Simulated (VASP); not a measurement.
# ZnSe (Pm-3m) in VASP: further runs

ZnSe is run at these levels: PBE; tasks: single point, relaxation of cell and atoms.

All numbers are computed with VASP 6.6.1; they aren't measurements. Logs are shortened: lines on timing, memory, paths and dates and some standing lists are left out, and cuts for length are marked.

## Step 1: The cell of the first run

The structure is cubic, space group Pm-3m (No. 221). Conventional cell: a = 3.696 Å, b = 3.696 Å, c = 3.696 Å, α = 90.00°, β = 90.00°, γ = 90.00°. Within 4.2 Å of Zn (site symmetry m-3m) lie 8 Se at 3.20 Å and 6 Zn at 3.70 Å. Within 4.2 Å of Se (site symmetry m-3m) lie 8 Zn at 3.20 Å and 6 Se at 3.70 Å.

## Step 2: Single point, PBE

The input, INCAR:

```
SYSTEM = ZnSe
PREC = Accurate
ENCUT = 520
EDIFF = 1E-7
ISMEAR = 0
SIGMA = 0.1
LREAL = .FALSE.
LASPH = .TRUE.
NELM = 100
ALGO = Normal
ISIF = 2
LWAVE = .FALSE.
LCHARG = .FALSE.
GGA = PE
NBANDS = 16
```

The input, KPOINTS:

```
regular mesh
0
G
  6 6 6
  0 0 0
```

The input, POSCAR:

```
ZnSe
1.0
    3.6955616800      0.0000000000      0.0000000000
    0.0000000000      3.6955616800      0.0000000000
    0.0000000000      0.0000000000      3.6955616800
Zn Se
1 1
Direct
    0.5000000000      0.5000000000      0.5000000000
    0.0000000000      0.0000000000      0.0000000000
```

Potentials or basis: VASP PAW PBE potentials, release 64 (Zn, Se).

Command:

```
> cat potpaw_PBE.64/Zn/POTCAR potpaw_PBE.64/Se/POTCAR > POTCAR
> mpirun -np 1 vasp_std > vasp.out
```

OUTCAR:

```text
SYSTEM = ZnSe
   PREC = Accurate
   ENCUT = 520
   EDIFF = 1E-7
   ISMEAR = 0
   LREAL = .FALSE.
   LASPH = .TRUE.
   NELM = 100
   ISIF = 2
   GGA = PE

 ion  position               nearest neighbor table
   1  0.500  0.500  0.500-
   2  0.000  0.000  0.000-

  LATTYP: Found a simple cubic cell.
 ALAT       =     3.6955616800

  Lattice vectors:

 A1 = (   3.6955616800,   0.0000000000,   0.0000000000)
 A2 = (   0.0000000000,   3.6955616800,   0.0000000000)
 A3 = (   0.0000000000,   0.0000000000,   3.6955616800)

Analysis of symmetry for initial positions (statically):
=====================================================================
 Subroutine PRICEL returns:
 Original cell was already a primitive cell.

 Routine SETGRP: Setting up the symmetry group for a
 simple cubic supercell.

 Subroutine GETGRP returns: Found 48 space group operations
 (whereof 48 operations were pure point group operations)
 out of a pool of 48 trial point group operations.

The static configuration has the point symmetry O_h .

Analysis of symmetry for dynamics (positions and initial velocities):
=====================================================================
 Subroutine PRICEL returns:
 Original cell was already a primitive cell.

 Routine SETGRP: Setting up the symmetry group for a
 simple cubic supercell.

 Subroutine GETGRP returns: Found 48 space group operations
 (whereof 48 operations were pure point group operations)
 out of a pool of 48 trial point group operations.

The dynamic configuration has the point symmetry O_h .

 Subroutine INISYM returns: Found 48 space group operations
 (whereof 48 operations are pure point group operations),
 and found     1 'primitive' translations

----------------------------------------------------------------------------------------

                                     Primitive cell

  volume of cell :      50.4709

  direct lattice vectors                    reciprocal lattice vectors
     3.695561680  0.000000000  0.000000000     0.270594861  0.000000000  0.000000000
     0.000000000  3.695561680  0.000000000     0.000000000  0.270594861  0.000000000
     0.000000000  0.000000000  3.695561680     0.000000000  0.000000000  0.270594861

  length of vectors
     3.695561680  3.695561680  3.695561680     0.270594861  0.270594861  0.270594861

  position of ions in fractional coordinates (direct lattice)
     0.500000000  0.500000000  0.500000000
     0.000000000  0.000000000  0.000000000

  ion indices of the primitive-cell ions
   primitive index   ion index
                 1           1
                 2           2

----------------------------------------------------------------------------------------

 KPOINTS: regular mesh

Automatic generation of k-mesh.
 Grid dimensions read from file:
 generate k-points for:    6    6    6

 Generating k-lattice:

  Cartesian coordinates                     Fractional coordinates (reciprocal lattice)
     0.045099144  0.000000000  0.000000000     0.166666667  0.000000000  0.000000000
     0.000000000  0.045099144  0.000000000     0.000000000  0.166666667  0.000000000
     0.000000000  0.000000000  0.045099144     0.000000000  0.000000000  0.166666667

  Length of vectors
     0.045099144  0.045099144  0.045099144

  Shift w.r.t. Gamma in fractional coordinates (k-lattice)
     0.000000000  0.000000000  0.000000000

 Subroutine IBZKPT returns following result:
 ===========================================

 Found     20 irreducible k-points:

 Following reciprocal coordinates:
            Coordinates               Weight
  0.000000  0.000000  0.000000      1.000000
  0.166667  0.000000  0.000000      6.000000
  0.333333  0.000000  0.000000      6.000000
  0.500000  0.000000  0.000000      3.000000
  0.166667  0.166667  0.000000     12.000000
  0.333333  0.166667  0.000000     24.000000
[... 12 lines left out ...]
  0.500000  0.500000  0.333333      6.000000
  0.500000  0.500000  0.500000      1.000000
   k-points           NKPTS =     20   k-points in BZ     NKDIM =     20   number of bands    NBANDS=     16
   number of dos      NEDOS =    301   number of ions     NIONS =      2
   total plane-waves  NPLWV =  21952
   dimension x,y,z NGX =    28 NGY =   28 NGZ =   28
   dimension x,y,z NGXF=    56 NGYF=   56 NGZF=   56
   ions per type =               1   1
   NGX,Y,Z   is equivalent  to a cutoff of  12.60, 12.60, 12.60 a.u.
   NGXF,Y,Z  is equivalent  to a cutoff of  25.19, 25.19, 25.19 a.u.
 SYSTEM =  ZnSe
   PREC   = accura    normal or accurate (medium, high low for compatibility)
   ISTART =      0    job   : 0-new  1-cont  2-samecut
   ICHARG =      2    charge: 1-file 2-atom 10-const
   ISPIN  =      1    spin polarized calculation?
   LNONCOLLINEAR =      F non collinear calculations
   LSORBIT =      F    spin-orbit coupling
   LASPH  =      T    aspherical Exc in radial PAW
   ENCUT  =  520.0 eV  38.22 Ry    6.18 a.u.   6.87  6.87  6.87*2*pi/ulx,y,z
   NELM   =    100;   NELMIN=  2; NELMDL= -5     # of ELM steps
   EDIFF  = 0.1E-06   stopping-criterion for ELM
   LREAL  =      F    real-space projection
   EDIFFG = 0.1E-05   stopping-criterion for IOM
   NSW    =      0    number of steps for IOM
   IBRION =     -1    ionic relax: 0-MD 1-quasi-New 2-CG
   NFREE  =      0    steps in history (QN), initial steepest desc. (CG)
   ISIF   =      2    stress and relaxation
   ISYM   =      2    0-nonsym 1-usesym 2-fastsym
   POTIM  = 0.5000    time-step for ionic-motion
   TEBEG  =    0.0;   TEEND  =   0.0 temperature during run
   PSTRESS=    0.0 pullay stress
   NELECT =      18.0000    total number of electrons
   NUPDOWN=      -1.0000    fix difference up-down
   EMIN   =  10.00;   EMAX   =-10.00  energy-range for DOS
   EFERMI =   0.00;   METHOD = LEGACY
   ISMEAR =     0;   SIGMA  =   0.10  broadening in eV -4-tet -1-fermi 0-gaus
   EFERMI_NEDOS =   21; number of points for ismear=-14 and -15
   IALGO  =     38    algorithm
   IMIX   =      4    mixing-type and parameters
     AMIX     =   0.40;   BMIX     =  1.00
     AMIX_MAG =   1.60;   BMIX_MAG =  1.00
  volume/ion in A,a.u.               =      25.24       170.30
  Fermi-wavevector in a.u.,A,eV,Ry     =   1.160963  2.193903 18.338424  1.347836
  Thomas-Fermi vector in A             =   2.297540
   LORBIT       =      0    0 simple, 1 ext, 2 COOP (PROOUT), +10 PAW based schemes
   GGA     = PE    functional components
   LHFCALC =     F    Hartree Fock is set to
   AEXX    =    0.0000 exact exchange contribution
   IVDW    =     0    specifies the selected vdW correction
   LEPSILON=     F    determine dielectric tensor
   LRPA    =     F    only Hartree local field effects (RPA)
 non-spin polarized calculation
 Gauss-broadening in eV      SIGMA  =   0.10
  energy-cutoff  :      520.00
  volume of cell :       50.47
 maximum number of plane-waves:      1388
 NGX is ok and might be reduce to    28
   NGX = 13   NGY = 13   NGZ = 13

 number of electron      18.0000020 magnetization

 Free energy of the ion-electron system (eV)
  ---------------------------------------------------
  ext. energy  EPLUGINS =         0.00000000
  ---------------------------------------------------
  free energy    TOTEN  =        -3.86458051 eV

  energy without entropy =       -3.85213871  energy(sigma->0) =       -3.85835961

 E-fermi :   1.2995     XC(G=0):  -9.3423

 val. band max:        1.2698915169   @ k =   0.3333   0.1667   0.0000
 cond. band min:       1.3549959710   @ k =   0.5000   0.3333   0.3333
 fundamental gap:      0.0851044541
 Fermi energy:         1.2995117878

 k-point     1 :       0.0000    0.0000    0.0000
  band No.  band energies     occupation
      1     -11.4035      2.00000
      2      -5.1422      2.00000
      3      -5.1422      2.00000
      4      -5.0110      2.00000
      5      -5.0110      2.00000
      6      -5.0110      2.00000
[... 8 lines left out ...]
     15      10.2252      0.00000
     16      15.2798      0.00000

 k-point     2 :       0.1667    0.0000    0.0000
  band No.  band energies     occupation
      1     -11.2751      2.00000
      2      -5.1383      2.00000
      3      -5.1248      2.00000
      4      -5.0292      2.00000
      5      -5.0292      2.00000
      6      -5.0096      2.00000
[... 8 lines left out ...]
     15      10.1467      0.00000
     16      15.0637      0.00000

 k-point     3 :       0.3333    0.0000    0.0000
  band No.  band energies     occupation
      1     -10.9877      2.00000
      2      -5.1304      2.00000
      3      -5.1143      2.00000
      4      -5.0645      2.00000
      5      -5.0645      2.00000
      6      -5.0068      2.00000
[... 8 lines left out ...]
     15      12.6081      0.00000
     16      12.9563      0.00000

 k-point     4 :       0.5000    0.0000    0.0000
  band No.  band energies     occupation
      1     -10.8240      2.00000
      2      -5.1392      2.00000
      3      -5.1264      2.00000
      4      -5.0817      2.00000
      5      -5.0817      2.00000
      6      -5.0054      2.00000
[... 8 lines left out ...]
     15      11.3715      0.00000
     16      16.2349      0.00000
[... 248 lines left out ...]
 k-point    18 :       0.5000    0.3333    0.3333
  band No.  band energies     occupation
      1     -10.2183      2.00000
      2      -5.1742      2.00000
      3      -5.1467      2.00000
      4      -5.0795      2.00000
      5      -5.0042      2.00000
      6      -4.9768      2.00000
[... 8 lines left out ...]
     15      14.0337      0.00000
     16      14.7599      0.00000

 k-point    19 :       0.5000    0.5000    0.3333
  band No.  band energies     occupation
      1     -10.1049      2.00000
      2      -5.1752      2.00000
      3      -5.1752      2.00000
      4      -5.1454      2.00000
      5      -4.9898      2.00000
      6      -4.9577      2.00000
[... 8 lines left out ...]
     15      15.6055      0.00000
     16      15.6055      0.00000

 k-point    20 :       0.5000    0.5000    0.5000
  band No.  band energies     occupation
      1      -9.9907      2.00000
      2      -5.2108      2.00000
      3      -5.2108      2.00000
      4      -5.2108      2.00000
      5      -4.9571      2.00000
      6      -4.9571      2.00000
[... 8 lines left out ...]
     15      16.5880      0.00000
     16      16.5880      0.00000

------------------------ aborting loop because EDIFF is reached ----------------------------------------

  FORCE on cell =-STRESS in cart. coord.  units (eV):
  Direction    XX          YY          ZZ          XY          YZ          ZX
  --------------------------------------------------------------------------------------
  -------------------------------------------------------------------------------------
  Total       -2.9548860     -2.9548860     -2.9548860      0.0000000     -0.0000000      0.0000000
  in kB      -93.8015356    -93.8015356    -93.8015356      0.0000000     -0.0000000      0.0000000
  external PRESSURE =     -93.8015356 kB  Pullay stress =       0.0000000 kB

 VOLUME and BASIS-vectors are now :
 -----------------------------------------------------------------------------
  energy-cutoff  :      520.00
  volume of cell :       50.47
      direct lattice vectors                 reciprocal lattice vectors
     3.695561680  0.000000000  0.000000000     0.270594861  0.000000000  0.000000000
     0.000000000  3.695561680  0.000000000     0.000000000  0.270594861  0.000000000
     0.000000000  0.000000000  3.695561680     0.000000000  0.000000000  0.270594861

 POSITION                                       TOTAL-FORCE (eV/Angst)
 -----------------------------------------------------------------------------------
      1.84778      1.84778      1.84778         0.000000      0.000000      0.000000
      0.00000      0.00000      0.00000         0.000000      0.000000      0.000000
 -----------------------------------------------------------------------------------
    total drift:                                0.000000      0.000000      0.000000

  FREE ENERGIE OF THE ION-ELECTRON SYSTEM (eV)
  ---------------------------------------------------
  free  energy   TOTEN  =        -3.8645805138 eV

  energy  without entropy=       -3.8521387129  energy(sigma->0) =       -3.85835961
```

Run time: 13 s. Hardware: 1 thread of Intel Xeon 6975P-C, shared host; peak memory 0.16 GiB.

What came out:

```
Free energy            : -3.8646 eV
Pressure               : -9.4 GPa
Band gap on the k mesh : zero (band 9 reaches 1.49 eV, above the bottom of band 10 at 0.61 eV)
```

(Continued in part 2 of 2.)
